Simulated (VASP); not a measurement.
Ti2InC6:

```
Ti In C
1.0
     0.00000    3.90889    3.90889
     3.90889    0.00000    3.90889
     3.90889    3.90889    0.00000
Ti In C
2 1 6
Direct
  0.25000 0.25000 0.25000
  0.75000 0.75000 0.75000
  0.00000 0.00000 0.00000
  0.76386 0.23614 0.23614
  0.23614 0.76386 0.76386
  0.23614 0.76386 0.23614
  0.76386 0.23614 0.76386
  0.23614 0.23614 0.76386
  0.76386 0.76386 0.23614
```

* Program: VASP 6.6.1
* Task: relaxation of cell and atoms
* Functional: PBE
* Potentials or basis: VASP PAW PBE potentials, release 64 (Ti_sv, In_d, C)
* Cutoff: 600 eV
* k mesh: 4 × 4 × 4
* Occupations: gaussian, width 0.1 eV
* Spin: no spin polarisation

At the start: pressure 14.4 GPa; volume 13.27 Å³/atom.

Where does the relaxation end?

Over 21 steps the energy falls by 1852.2 meV/atom and the volume is 9.63 Å³/atom (-27.5 %); space group Fm-3m (No. 225, to 0.05 Å).

The path:
```
step  energy change (eV)  largest force (eV/Å)  pressure (GPa)  volume (Å³)
   1              0.0000                8.2385           14.37       119.45
   2             -6.8332                1.2742          -27.04       141.23
   3             -6.8940                1.5951          -24.65       137.13
   4            -14.1693                2.0046          -20.55       103.64
   5            299.3927              345.8114         2244.43        36.54
   6             -9.2166                4.9579           -0.27       102.68
   7            -10.6976                3.2303          102.30        64.03
   8            -11.8379                5.9438           26.16        82.54
   9            -12.3055                5.6036           53.98        72.89
  10            -13.5377                2.6143           62.01        69.51
  11            -13.5462                2.1860           63.64        69.17
  12            -14.7502                1.7721           45.04        72.52
  13            -16.4741                1.0079            7.23        82.98
  14            -16.5700                0.8955            0.45        85.90
  15            -16.5750                0.8692           -1.23        86.71
  16            -16.6121                0.6909           -0.76        86.53
  17            -16.6667                0.0891            1.08        85.97
  18            -16.6670                0.0255            1.29        85.92
  19            -16.6670                0.0446            1.23        85.93
  20            -16.6688                0.0336            0.69        86.20
  21            -16.6697                0.0168           -0.17        86.65
```

Final structure:
```
Ti In C
1.0
     0.00000    3.51224    3.51224
     3.51224    0.00000    3.51224
     3.51224    3.51224    0.00000
Ti In C
2 1 6
Direct
  0.25000 0.25000 0.25000
  0.75000 0.75000 0.75000
  0.00000 0.00000 0.00000
  0.67593 0.32407 0.32407
  0.32407 0.67593 0.67593
  0.32407 0.67593 0.32407
  0.67593 0.32407 0.67593
  0.32407 0.32407 0.67593
  0.67593 0.67593 0.32407
```

Caveat: the volume moved by over 15 % at a fixed basis, so the end points are rough.
